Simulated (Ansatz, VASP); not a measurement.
**Two plane-wave programs on ZrTi2C3**

```xyz
6
Lattice="3.1699 0.0000 0.0000 -1.5850 2.7452 0.0000 0.0000 0.0000 7.6889" Properties=species:S:1:pos:R:3 pbc="T T T"
Zr    0.0000    0.0000    3.8444
Ti    0.0000    1.8301    1.2258
Ti    1.5850    0.9151    6.4631
C     0.0000    1.8301    5.2428
C     1.5850    0.9151    2.4461
C     0.0000    0.0000    0.0000
```

Alike in both runs: functional PBE; k mesh 6 × 6 × 2; occupations gaussian, width 0.1 eV; no spin polarisation.

Ansatz relaxed the structure, and its values are those at the end. VASP's run is a single point on that final structure, the one shown.

```csv
,VASP,Ansatz
version,VASP 6.6.1,Ansatz 0.2.0
potentials or method,"VASP PAW PBE potentials, release 64 (Zr_sv, Ti_sv, C), cutoff 520 eV","scalar-relativistic, plane waves, PAW"
valence electrons in the cell,48,48
```

|  | VASP | Ansatz | Ansatz less VASP |
| --- | --- | --- | --- |
| gap on the k mesh at the Fermi level (eV) | none | none | - |
| pressure (GPa) | 0.1 | -0.2 | -0.26 |
| rms of the force components (eV/Å) | 0.005 | 0.005 | 0.0000 |

A gap of «none» marks a metal or a gap that the smearing closes.

The k mesh is coarse, so the values compare programs but aren't converged.
